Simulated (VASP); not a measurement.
Input of a VASP 6.6.1 run:

INCAR

```
PREC     = Accurate       # precision mode
ENCUT    = 520            # plane-wave cutoff, eV
EDIFF    = 1E-6           # SCF threshold, eV
ISMEAR   = 0              # smearing method
SIGMA    = 0.05           # smearing width, eV
LREAL    = False          # projectors in reciprocal space
LASPH    = True           # aspherical terms in the spheres
NELM     = 100            # most SCF steps
ALGO     = Normal         # electronic algorithm
ISIF     = 2              # what is computed and relaxed
LWAVE    = False          # write WAVECAR
LCHARG   = False          # write CHGCAR
GGA      = CA             # functional
NBANDS   = 25             # bands
```

The input KPOINTS:

```
regular mesh
0
Gamma
  6 6 8
```

Contents of POSCAR:

```
SiO2
1.0
    4.1551517022      0.0000000000      0.0000000000
    0.0000000000      4.1551517022      0.0000000000
    0.0000000000      0.0000000000      2.5974000000
Si O
2 4
Direct
    0.5000000000      0.5000000000      0.5000000000
    0.0000000000      0.0000000000      0.0000000000
    0.6944252994      0.6944252994      0.0000000000
    0.1944252994      0.8055747006      0.5000000000
    0.3055747006      0.3055747006      0.0000000000
    0.8055747006      0.1944252994      0.5000000000
```

Potentials or basis: VASP PAW LDA potentials, release 64 (Si, O).

Command:

```bash
$ cat potpaw_LDA.64/Si/POTCAR potpaw_LDA.64/O/POTCAR > POTCAR
$ mpirun -np 1 vasp_std > vasp.out
```

(1) What does it give for the band gap on the k mesh?

(2) Estimate the largest force.

(3) Predict the pressure.

## Answers

(1) 6.35 eV, direct.

(2) 0.098 eV/Å.

(3) 11.1 GPa.
